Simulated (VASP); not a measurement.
A run of VASP 6.6.1 is set up as follows.

File INCAR:

```
SYSTEM = In
  PREC = Accurate
  ENCUT = 520
  EDIFF = 1E-8
  ISMEAR = -1
  SIGMA = 0.05
  LREAL = .False.
  LASPH = .True.
  NELM = 100
  ALGO = Normal
  ISIF = 2
  LWAVE = .False.
  LCHARG = .False.
  GGA = PE
  LEFG = .True.
  ISYM = 0
  NBANDS = 12
```

The input KPOINTS:

```
regular mesh
0
Gamma
  12 12 14
  0 0 0
```

File POSCAR:

```
In
1.0
   -1.6261500000      1.6261500000      2.4739500000
    1.6261500000     -1.6261500000      2.4739500000
    1.6261500000      1.6261500000     -2.4739500000
In
1
Direct
    0.0000000000      0.0000000000      0.0000000000
```

Potentials or basis: VASP PAW PBE potentials, release 64 (In_d).

The run is started by

```sh
$ cat potpaw_PBE.64/In_d/POTCAR > POTCAR
$ mpirun -np 1 vasp_std > vasp.out
```

**Question.** Predict the pressure.

**Answer.** 2.0 GPa.

Stress tensor (GPa, compression positive):
```
 1.90 -0.22  0.18
-0.22  1.90  0.18
 0.18  0.18  2.19
```

Caveat: without QUAD_EFG the Cq values of the log hold for a quadrupole moment of 1 mb, not for the nuclei.
